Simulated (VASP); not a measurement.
Wanted: the native input for a VASP 6.6.1 run.

```yaml
Task: single point
Functional: PBE
Potentials_or_basis: VASP PAW PBE potentials, release 64 (Ni, H, N)
Cutoff: 520 eV
k_mesh: 10 × 10 × 10
Occupations: gaussian, width 0.1 eV
Spin: collinear spin, ferromagnetic start
Starting_moments: "[0.98, 0.0, 0.0, 0.0, 0.0, 0.0] μB"
Dipole_correction: no
Further_INCAR_settings: ALGO = Normal; EDIFF = 1e-07; NBANDS = 22
```

The structure of NiH4N lies in POSCAR:

```
NiH4N
1.0
    3.8703745391      0.0000000000      0.0000000000
    0.0000000000      3.8703745391      0.0000000000
    0.0000000000      0.0000000000      3.8703745391
Ni H N
1 4 1
Direct
    0.5000000000      0.5000000000      0.5000000000
    0.1572250700      0.1572250700      0.1572250700
    0.1572250700      0.8427749300      0.8427749300
    0.8427749300      0.8427749300      0.1572250700
    0.8427749300      0.1572250700      0.8427749300
    0.0000000000      0.0000000000      0.0000000000
```

The input as run:

INCAR

```
SYSTEM = NiH4N
  PREC = Accurate
  ENCUT = 520
  EDIFF = 1E-7
  ISMEAR = 0
  SIGMA = 0.1
  LREAL = .FALSE.
  LASPH = .TRUE.
  NELM = 150
  ALGO = Normal
  ISIF = 2
  LWAVE = .FALSE.
  LCHARG = .FALSE.
  ISPIN = 2
  MAGMOM = 0.98 0 0 0 0 0
  LORBIT = 11
  LMAXMIX = 4
  GGA = PE
  NBANDS = 22
```

KPOINTS

```
regular mesh
0
G
  10 10 10
  0 0 0
```

Potentials or basis: VASP PAW PBE potentials, release 64 (Ni, H, N).

Run with:

```bash
$ cat potpaw_PBE.64/Ni/POTCAR potpaw_PBE.64/H/POTCAR potpaw_PBE.64/N/POTCAR > POTCAR
$ mpirun -np 1 vasp_std > vasp.out
```

It gave:

```
Pressure                                              : -0.2 GPa
Largest force                                         : 0.005 eV/Å
Net moment                                            : 0.93 μB per cell
Site moments                                          : Ni +0.91; H -0.00; N +0.00 μB
Valence electrons inside the program's atomic spheres : Ni 8.93; H 0.67; N 4.03
```

Caveat: a cell with one magnetic atom can't hold antiferromagnetic order, which such compounds often take.

Wall time 62 s on 1 thread of AMD EPYC 9R45 96-Core Processor (Zen 5), with other jobs on the host, peak memory 0.23 GiB.
